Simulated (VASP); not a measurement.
A run of VASP 6.6.1 is set up as follows.

Contents of INCAR:

```
SYSTEM = Na
  ALGO = Normal
  EDIFF = 1E-6
  ENCUT = 520
  GGA = CA
  ISIF = 2
  ISMEAR = 0
  LASPH = .True.
  LCHARG = .False.
  LREAL = .False.
  LWAVE = .False.
  NBANDS = 10
  NELM = 100
  PREC = Accurate
  SIGMA = 0.15
```

The input KPOINTS:

```
k-points
0
Gamma
  18 18 18
  0 0 0
```

Contents of POSCAR:

```
Na
1.0
   -1.7466692490      1.8882910800      2.6372766800
    1.7466692490     -1.8882910800      2.6372766800
    1.7466692490      1.8882910800     -2.6372766800
Na
1
Direct
    0.0000000000      0.0000000000      0.0000000000
```

Potentials or basis: VASP PAW LDA potentials, release 64 (Na_pv).

The run is started by

```bash
$ cat potpaw_LDA.64/Na_pv/POTCAR > POTCAR
$ mpirun -np 1 vasp_std > vasp.out
```

(1) What does it give for the pressure?

## Answers

(1) -0.4 GPa.

Caveat: the cell differs from its parent crystal (strain -0.0750 x Voigt [1, 0, 0, 0, 0, 0]).
